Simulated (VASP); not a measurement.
Here is a VASP 6.6.1 calculation.

Contents of INCAR:

```
PREC     = Accurate       # precision mode
ENCUT    = 520            # plane-wave cutoff, eV
EDIFF    = 1E-7           # SCF threshold, eV
ISMEAR   = 0              # smearing method
SIGMA    = 0.05           # smearing width, eV
LREAL    = False          # projectors in reciprocal space
LASPH    = True           # aspherical terms in the spheres
NELM     = 150            # most SCF steps
ALGO     = Normal         # electronic algorithm
ISIF     = 2              # what is computed and relaxed
LWAVE    = False          # write WAVECAR
LCHARG   = False          # write CHGCAR
ISPIN    = 2              # spin polarisation
MAGMOM   = 0 0 0 0 0 0 2  # initial moments
LORBIT   = 11             # projections on sites
LDIPOL   = True         
IDIPOL   = 3            
DIPOL    = 0.5 0.5 0.367
GGA      = PE             # functional
NBANDS   = 28             # bands
```

The input KPOINTS:

```
regular mesh
0
Gamma
  9 9 1
```

POSCAR

```
Si6O
1.0
    3.8510821442      0.0000000000      0.0000000000
   -1.9255410721      3.3351349689      0.0000000000
    0.0000000000      0.0000000000     22.5320436023
Si O
6 1
Direct
    0.6666666667      0.3333333333      0.1775249538
    0.3333333333      0.6666666667      0.2130781088
    0.3333333333      0.6666666667      0.3187611744
    0.6666666667      0.3333333333      0.3526876124
    0.6666666667      0.3333333333      0.4598253233
    0.3333333333      0.6666666667      0.4896157578
    0.3333333333      0.6666666667      0.5598499285
```

Potentials or basis: VASP PAW PBE potentials, release 64 (Si, O).

Run with:

```console
$ cat potpaw_PBE.64/Si/POTCAR potpaw_PBE.64/O/POTCAR > POTCAR
$ mpirun -np 1 vasp_std > vasp.out
```

Predict the largest force.

1.562 eV/Å.

Predict the site moments.

Si -0.20, -0.02, -0.03, -0.01, +0.03 (each value once); O +0.21 μB.

What does it give for the net moment?

-0.45 μB per cell.

Forces on the atoms (eV/Å):
```
Si   0.000  0.000  0.515
Si   0.000  0.000 -0.794
Si   0.000  0.000 -0.076
Si   0.000  0.000  0.423
Si   0.000  0.000 -1.562
Si   0.000  0.000  1.267
O    0.000  0.000  0.226
```
